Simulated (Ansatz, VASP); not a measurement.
Te2Mo in VASP and in Ansatz

Contents of INCAR:

```
SYSTEM = Te2Mo
PREC = Accurate
ENCUT = 520
EDIFF = 1E-7
ISMEAR = 0
SIGMA = 0.05
LREAL = .False.
LASPH = .True.
NELM = 80
ALGO = Normal
ISIF = 2
LWAVE = .False.
LCHARG = .True.
LDIPOL = .True.
IDIPOL = 3
DIPOL = 0.5 0.5 0.398
GGA = PE
IVDW = 12
LELF = .True.
LVHAR = .True.
LVACPOTAV = .True.
NBANDS = 35
```

The input KPOINTS:

```
Automatic mesh
0
Gamma
  9 9 1
  0 0 0
```

POSCAR

```
Te2Mo
1.0
    3.5038815467      0.0000000000      0.0000000000
   -1.7519407734      3.0344504312      0.0000000000
    0.0000000000      0.0000000000     24.7677198428
Te Mo
4 2
Direct
    0.3333333333      0.6666666667      0.1816881016
    0.3333333333      0.6666666667      0.3284056818
    0.3333333333      1.1666666667      0.4668923904
    0.3333333333      1.1666666667      0.6136099705
    0.6666666667      0.3333333333      0.2550468917
    0.6666666667      0.8333333333      0.5402511804
```

Input for Ansatz:

```yaml
crystal:
  lattice:
    - [3.5038815467, 0.0, 0.0]
    - [-1.7519407734, 3.0344504312, 0.0]
    - [0.0, 0.0, 24.7677198428]
  atoms:
    - { symbol: Te, position: [0.3333333333, 0.6666666667, 0.1816881016] }
    - { symbol: Mo, position: [0.6666666667, 0.3333333333, 0.2550468917] }
    - { symbol: Te, position: [0.3333333333, 0.6666666667, 0.3284056818] }
    - { symbol: Te, position: [0.3333333333, 1.1666666667, 0.4668923904] }
    - { symbol: Mo, position: [0.6666666667, 0.8333333333, 0.5402511804] }
    - { symbol: Te, position: [0.3333333333, 1.1666666667, 0.6136099705] }
basis:
  ecutwfc: 420
kpoints:
  mp_grid: { grid: [9, 9, 1] }
hamiltonian:
  xc: pbe
  pseudopotentials: { kind: paw, azcp: { folder: soft_1 } }
  dispersion: d3bj
scf:
  occupations: { method: gaussian, width: 0.05 }
output:
  forces: true
  eigenvalues: true
efield:
  axis: 3
  dipole_correction: true
  ramp_width: 0.04
```

Alike in both runs: task single point; functional PBE; dispersion D3(BJ); k mesh 9 × 9 × 1; occupations gaussian, width 0.05 eV; no spin polarisation.

```csv
,VASP,Ansatz
version,VASP 6.6.1,Ansatz 0.2.0
potentials or method,"VASP PAW PBE potentials, release 64 (Te, Mo_sv), cutoff 520 eV","scalar-relativistic, plane waves, PAW"
valence electrons in the cell,52,92
```

|  | VASP | Ansatz | Ansatz less VASP |
| --- | --- | --- | --- |
| gap on the k mesh at the Fermi level (eV) | 1.09 | 1.09 | -0.004 |
| least direct gap on the mesh (eV) | 1.16 | 1.16 | +0.001 |
| rms of the force components (eV/Å) | 0.004 | 0.007 | +0.0026 |

VASP's potentials hold 52 valence electrons a cell and Ansatz's 92, so a difference there can come from the potentials and not from the codes.

Neither program's run includes spin-orbit coupling.
